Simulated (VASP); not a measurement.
Zn2Si2N: single point with PBE

Crystal: Zn2Si2N.

```
Zn Si N
1.0
     2.94340    0.00000    0.00000
    -1.47170    2.54906    0.00000
     0.00000    0.00000   10.27605
Zn Si N
2 2 1
Direct
  0.66667 0.33333 0.26733
  0.66667 0.33333 0.73267
  0.33333 0.66667 0.50000
  0.66667 0.33333 0.00000
  0.33333 0.66667 0.00000
```

| Item | Value |
| --- | --- |
| Program | VASP 6.6.1 |
| Task | single point |
| Functional | PBE |
| Potentials or basis | VASP PAW PBE potentials, release 64 (Zn, Si, N) |
| Cutoff | 520 eV |
| k mesh | 6 × 6 × 2 |
| Occupations | gaussian, width 0.1 eV |
| Spin | collinear spin, ferromagnetic start |
| Starting moments | [0.0, 0.0, 0.0, 0.0, 1.0] μB |
| Dipole correction | no |
| Further INCAR settings | ALGO = Normal; EDIFF = 1e-06; NBANDS = 30 |

```json
{
  "Pressure": "-0.3 GPa",
  "Net moment": "0.00 μB per cell",
  "Valence electrons inside the program's atomic spheres": "Zn 10.68; Si 1.50, 1.66; N 3.96"
}
```

Stress tensor (GPa, compression positive):
```
-0.57  0.00  0.00
 0.00 -0.57  0.00
 0.00  0.00  0.36
```

Levels at points of the mesh, in eV from the Fermi level:
Spin up:
| k point | band 16 | band 17 | band 18 | band 19 | band 20 | band 21 | band 22 | band 23 |
| --- | --- | --- | --- | --- | --- | --- | --- | --- |
| (0.00, 0.00, 0.00) | -6.41 | -5.62 | -0.93 | -0.29 | 4.04 | 5.33 | 5.73 | 5.73 |
| (0.50, 0.00, 0.00) | -4.96 | -2.15 | -1.89 | -0.68 | 0.19 | 0.33 | 1.85 | 3.68 |
| (0.00, 0.00, 0.50) | -6.40 | -3.88 | -3.15 | 1.74 | 2.59 | 5.73 | 5.73 | 7.16 |
| (0.50, 0.00, 0.50) | -4.84 | -2.21 | -1.71 | -1.29 | 0.33 | 0.63 | 2.98 | 3.24 |
Spin down:
| k point | band 15 | band 16 | band 17 | band 18 | band 19 | band 20 | band 21 | band 22 | band 23 | band 24 |
| --- | --- | --- | --- | --- | --- | --- | --- | --- | --- | --- |
| (0.00, 0.00, 0.00) | -6.40 | -6.40 | -5.62 | -0.93 | -0.29 | 4.04 | 5.33 | 5.73 | 5.73 | 7.22 |
| (0.50, 0.00, 0.00) | -5.16 | -4.96 | -2.15 | -1.89 | -0.68 | 0.19 | 0.33 | 1.85 | 3.68 | 3.70 |
| (0.00, 0.00, 0.50) | -6.40 | -6.40 | -3.88 | -3.15 | 1.74 | 2.59 | 5.73 | 5.73 | 7.16 | 7.22 |
| (0.50, 0.00, 0.50) | -5.20 | -4.84 | -2.21 | -1.71 | -1.29 | 0.33 | 0.63 | 2.98 | 3.24 | 3.67 |

Run time: 36 s on 1 thread of Intel(R) Xeon(R) 6975P-C (Granite Rapids), on a shared host, peak memory 0.24 GiB.

Caveat: the k points lie up to 0.41 Å⁻¹ apart.
